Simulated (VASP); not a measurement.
# Re: single point with revPBE

The system is Re.

```
CELL_PARAMETERS angstrom
0.00000 1.96268 1.96268
1.96268 0.00000 1.96268
1.96268 1.96268 0.00000
ATOMIC_POSITIONS crystal
Re 0.00000 0.00000 0.00000
```

```json
{
 "Program": "VASP 6.6.1",
 "Task": "single point",
 "Functional": "revPBE",
 "Potentials or basis": "VASP PAW PBE potentials, release 64 (Re)",
 "Cutoff": "520 eV",
 "k mesh": "16 × 16 × 16",
 "Occupations": "fermi-dirac, width 0.1 eV",
 "Spin": "no spin polarisation",
 "Dipole correction": "no",
 "Further INCAR settings": "ALGO = Normal; EDIFF = 1e-06; NBANDS = 10"
}
```

- Pressure: -0.8 GPa

Levels at points of the mesh, in eV from the Fermi level:
| k point | band 1 | band 2 | band 3 | band 4 | band 5 | band 6 | band 7 | band 8 |
| --- | --- | --- | --- | --- | --- | --- | --- | --- |
| (0.00, 0.00, 0.00) | -9.94 | -1.85 | -1.85 | -1.85 | 1.21 | 1.21 | 13.84 | 19.36 |
| (0.50, 0.00, 0.00) | -6.69 | -2.04 | -2.04 | 0.16 | 3.65 | 3.65 | 9.59 | 13.34 |
| (0.50, 0.50, 0.00) | -6.60 | -5.75 | 2.67 | 3.61 | 4.37 | 4.37 | 12.04 | 12.04 |

Wall time 33 s on 1 thread of AMD EPYC 7R13, with other jobs on the host, peak memory 0.13 GiB.

Caveat: the PAW data sets were made with another functional, which shifts forces and pressure a little; spin-orbit coupling is left out, which moves the levels of the heavy elements.
